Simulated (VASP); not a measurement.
# SnSe2 (P-3m1) in VASP: a series of runs, part 2 of 2

VASP 6.6.1. Earlier steps stand in the parts before.

## Step 3: Single point, PBE+D3(BJ) (28.31 Å³/atom)

This run uses another cell than the first one, of 28.31 Å³/atom.

Input file INCAR:

```
ALGO     = Normal         # electronic algorithm
EDIFF    = 1E-6           # SCF threshold, eV
ENCUT    = 500            # plane-wave cutoff, eV
GGA      = PE             # functional
GGA_COMPAT= F            
ISIF     = 2              # what is computed and relaxed
ISMEAR   = 0              # smearing method
IVDW     = 12             # dispersion correction
LASPH    = T              # aspherical terms in the spheres
LCHARG   = F              # write CHGCAR
LREAL    = F              # projectors in reciprocal space
LWAVE    = F              # write WAVECAR
NBANDS   = 20             # bands
NELM     = 120            # most SCF steps
PREC     = Accurate       # precision mode
SIGMA    = 0.03           # smearing width, eV
```

Input file KPOINTS:

```
k-points
0
Gamma
  12 12 6
```

Input file POSCAR:

```
SnSe2
1.0
    3.8925274132      0.0000000000      0.0000000000
   -1.9462637066      3.3710276248      0.0000000000
    0.0000000000      0.0000000000      6.4728838354
Sn Se
1 2
Direct
    0.0000000000      0.0000000000      0.0000000000
    0.3333333333      0.6666666667      0.2651331237
    0.6666666667      0.3333333333      0.7348668763
```

Potentials or basis: VASP PAW PBE potentials, release 64 (Sn_d, Se).

On the command line:

```bash
> cat potpaw_PBE.64/Sn_d/POTCAR potpaw_PBE.64/Se/POTCAR > POTCAR
> mpirun -np 1 vasp_std > vasp.out
```

OUTCAR:

```text
EDIFF = 1E-6
   ENCUT = 500
   GGA = PE
   ISIF = 2
   ISMEAR = 0
   IVDW = 12
   LASPH = T
   LREAL = F
   NELM = 120
   PREC = Accurate
 IVDW          = 12

 ion  position               nearest neighbor table
   1  0.000  0.000  0.000-   2 2.83   3 2.83   3 2.83   2 2.83   3 2.83   2 2.83
   2  0.333  0.667  0.265-   1 2.83   1 2.83   1 2.83
   3  0.667  0.333  0.735-   1 2.83   1 2.83   1 2.83

  LATTYP: Found a hexagonal cell.
 ALAT       =     3.8925274132
[... 746 lines left out ...]

 Edisp (eV)   -0.98189

 E8    (eV) :    -0.4299

  FORCE on cell =-STRESS in cart. coord.  units (eV):
  Direction    XX          YY          ZZ          XY          YZ          ZX
  --------------------------------------------------------------------------------------
  -------------------------------------------------------------------------------------
  Total      -2.11933    -2.11933    -4.14946     0.00000     0.00000    -0.00000
  in kB     -39.97775   -39.97775   -78.27275     0.00000     0.00000    -0.00000
  external pressure =      -52.74 kB  Pullay stress =        0.00 kB

 VOLUME and BASIS-vectors are now :
 -----------------------------------------------------------------------------
  energy-cutoff  :      500.00
  volume of cell :       84.94
      direct lattice vectors                 reciprocal lattice vectors
     3.892527413  0.000000000  0.000000000     0.256902494  0.148322724  0.000000000
    -1.946263707  3.371027625  0.000000000     0.000000000  0.296645448  0.000000000
     0.000000000  0.000000000  6.472883835     0.000000000  0.000000000  0.154490645

 POSITION                                       TOTAL-FORCE (eV/Angst)
 -----------------------------------------------------------------------------------
      0.00000      0.00000      0.00000         0.000000      0.000000      0.000000
     -0.00000      2.24735      1.71618        -0.000000     -0.000000     -1.004373
      1.94626      1.12368      4.75671        -0.000000      0.000000      1.004373
 -----------------------------------------------------------------------------------
    total drift:                               -0.000000      0.000000      0.000000

  FREE ENERGIE OF THE ION-ELECTRON SYSTEM (eV)
  ---------------------------------------------------
  free  energy   TOTEN  =       -12.7118699781 eV

  energy  without entropy=      -12.7118699776  energy(sigma->0) =      -12.71186998
```

It took 3.4 min on 1 thread of Intel Xeon 8259CL, shared host; peak memory 0.3 GiB.

Results:

- Free energy: -12.7119 eV
- Pressure: -5.3 GPa
- Largest force: 1.004 eV/Å
- Band gap on the k mesh: 0.22 eV (least direct gap 0.74 eV)
- Dispersion energy per atom: -0.327 eV

Forces in eV/Å, atoms in the order of the input:
```
Sn   0.000  0.000  0.000
Se   0.000  0.000 -1.004
Se   0.000  0.000  1.004
```

Stress tensor (GPa, compression positive):
```
-4.00  0.00  0.00
 0.00 -4.00  0.00
 0.00  0.00 -7.83
```

Levels at points of the mesh, in eV from the valence-band top:
```tsv
k point	band 11	band 12	band 13	band 14	band 15	band 16
(0.00, 0.00, 0.00)	-0.38	-0.22	-0.22	0.52	3.21	4.47
(0.50, 0.00, 0.00)	-2.05	-1.50	-0.28	0.92	3.43	4.69
(0.00, 0.00, 0.50)	-0.50	-0.04	-0.04	2.15	2.92	4.24
(0.50, 0.00, 0.50)	-1.84	-0.94	-0.70	0.24	3.58	4.44
```

Caveat: the cell stands under tension; spin-orbit coupling is left out, which moves the levels of the heavy elements; forces of over 1 eV/Å act on the atoms, so gaps and moduli don't describe the material at rest.

## Step 4: Single point, PBE+D3(BJ) (28.31 Å³/atom)

This run uses another cell than the first one, of 28.31 Å³/atom.

Input file INCAR:

```
  PREC = Accurate
  ENCUT = 500
  EDIFF = 1E-6
  ISMEAR = 0
  SIGMA = 0.03
  LREAL = F
  LASPH = T
  NELM = 120
  ALGO = Normal
  ISIF = 2
  LWAVE = F
  LCHARG = F
  GGA = PE
  IVDW = 12
  NBANDS = 20
  GGA_COMPAT = F
```

Input file KPOINTS:

```
Automatic mesh
0
Gamma
  12 12 6
```

Input file POSCAR:

```
SnSe2
1.0
    3.9720049504      0.0000000000      0.0000000000
   -1.9860024752      3.4398571910      0.0000000000
    0.0000000000      0.0000000000      6.2164380560
Sn Se
1 2
Direct
    0.0000000000      0.0000000000      0.0000000000
    0.3333333333      0.6666666667      0.2651331237
    0.6666666667      0.3333333333      0.7348668763
```

Potentials or basis: VASP PAW PBE potentials, release 64 (Sn_d, Se).

On the command line:

```bash
> cat potpaw_PBE.64/Sn_d/POTCAR potpaw_PBE.64/Se/POTCAR > POTCAR
> mpirun -np 1 vasp_std > vasp.out
```

OUTCAR:

```text
PREC = Accurate
   ENCUT = 500
   EDIFF = 1E-6
   ISMEAR = 0
   LREAL = F
   LASPH = T
   NELM = 120
   ISIF = 2
   GGA = PE
   IVDW = 12
 IVDW          = 12

 ion  position               nearest neighbor table
   1  0.000  0.000  0.000-   2 2.82   3 2.82   2 2.82   3 2.82   3 2.82   2 2.82
   2  0.333  0.667  0.265-   1 2.82   1 2.82   1 2.82
   3  0.667  0.333  0.735-   1 2.82   1 2.82   1 2.82

  LATTYP: Found a hexagonal cell.
 ALAT       =     3.9720049504
 C/A-ratio  =     1.5650630182

[... 745 lines left out ...]

 Edisp (eV)   -0.98203

 E8    (eV) :    -0.4300

  FORCE on cell =-STRESS in cart. coord.  units (eV):
  Direction    XX          YY          ZZ          XY          YZ          ZX
  --------------------------------------------------------------------------------------
  -------------------------------------------------------------------------------------
  Total      -2.77575    -2.77575    -2.81223     0.00000    -0.00000     0.00000
  in kB     -52.35990   -52.35990   -53.04816     0.00000    -0.00000     0.00000
  external pressure =      -52.59 kB  Pullay stress =        0.00 kB

 VOLUME and BASIS-vectors are now :
 -----------------------------------------------------------------------------
  energy-cutoff  :      500.00
  volume of cell :       84.94
      direct lattice vectors                 reciprocal lattice vectors
     3.972004950  0.000000000  0.000000000     0.251762023  0.145354872  0.000000000
    -1.986002475  3.439857191  0.000000000     0.000000000  0.290709743  0.000000000
     0.000000000  0.000000000  6.216438056     0.000000000  0.000000000  0.160863824

 POSITION                                       TOTAL-FORCE (eV/Angst)
 -----------------------------------------------------------------------------------
      0.00000      0.00000      0.00000        -0.000000      0.000000      0.000000
     -0.00000      2.29324      1.64818        -0.000000      0.000000     -0.653089
      1.98600      1.14662      4.56825         0.000000     -0.000000      0.653089
 -----------------------------------------------------------------------------------
    total drift:                                0.000000     -0.000000      0.000000

  FREE ENERGIE OF THE ION-ELECTRON SYSTEM (eV)
  ---------------------------------------------------
  free  energy   TOTEN  =       -12.7520910740 eV

  energy  without entropy=      -12.7520910740  energy(sigma->0) =      -12.75209107
```

Run time: 3.4 min. Hardware: 1 thread of Intel Xeon 8259CL, shared host; peak memory 0.31 GiB.

Results:

- Free energy: -12.7521 eV
- Pressure: -5.3 GPa
- Largest force: 0.653 eV/Å
- Band gap on the k mesh: 0.25 eV (least direct gap 0.49 eV)
- Dispersion energy per atom: -0.327 eV

Forces on the atoms (eV/Å):
```
Sn   0.000  0.000  0.000
Se   0.000  0.000 -0.653
Se   0.000  0.000  0.653
```

Levels at points of the mesh, in eV from the valence-band top:
| k point | band 9 | band 10 | band 11 | band 12 | band 13 | band 14 | band 15 | band 16 | band 17 | band 18 |
| --- | --- | --- | --- | --- | --- | --- | --- | --- | --- | --- |
| (0.00, 0.00, 0.00) | -0.63 | -0.63 | -0.49 | -0.49 | -0.18 | 0.32 | 2.86 | 4.26 | 4.26 | 7.99 |
| (0.50, 0.00, 0.00) | -3.83 | -2.83 | -2.32 | -1.43 | -0.34 | 0.93 | 3.38 | 4.67 | 5.15 | 6.25 |
| (0.00, 0.00, 0.50) | -2.08 | -0.78 | -0.78 | -0.26 | -0.26 | 1.94 | 2.60 | 3.95 | 3.95 | 7.26 |
| (0.50, 0.00, 0.50) | -4.40 | -2.06 | -1.86 | -0.95 | -0.85 | 0.44 | 3.83 | 4.46 | 5.49 | 5.87 |

Caveat: the cell stands under tension; spin-orbit coupling is left out, which moves the levels of the heavy elements.

## Step 5: The runs side by side

| cell | gap on the mesh (eV) | pressure (GPa) | largest force (eV/Å) |
| --- | --- | --- | --- |
| a = 3.907, b = 3.907, c = 6.115 Å, angles 90.0, 90.0, 120.0°, 3 atoms | 0.30 | -3.0 | 0.36 |
| a = 3.893, b = 3.893, c = 6.473 Å, angles 90.0, 90.0, 120.0°, 3 atoms | 0.22 | -5.3 | 1.00 |
| a = 3.972, b = 3.972, c = 6.216 Å, angles 90.0, 90.0, 120.0°, 3 atoms | 0.25 | -5.3 | 0.65 |

Alike in all rows: task single point; level PBE+D3(BJ); potentials or basis VASP PAW PBE potentials, release 64 (Sn_d, Se); no spin polarisation; k mesh 12 × 12 × 6; cutoff (eV) 500; smearing gaussian 0.03 eV.

Caveats: the cell stands under tension; spin-orbit coupling is left out, which moves the levels of the heavy elements; forces of over 1 eV/Å act on the atoms, so gaps and moduli don't describe the material at rest (at least some runs).

Total energies depend on the potentials used, so only differences within one code and one set of settings carry meaning.
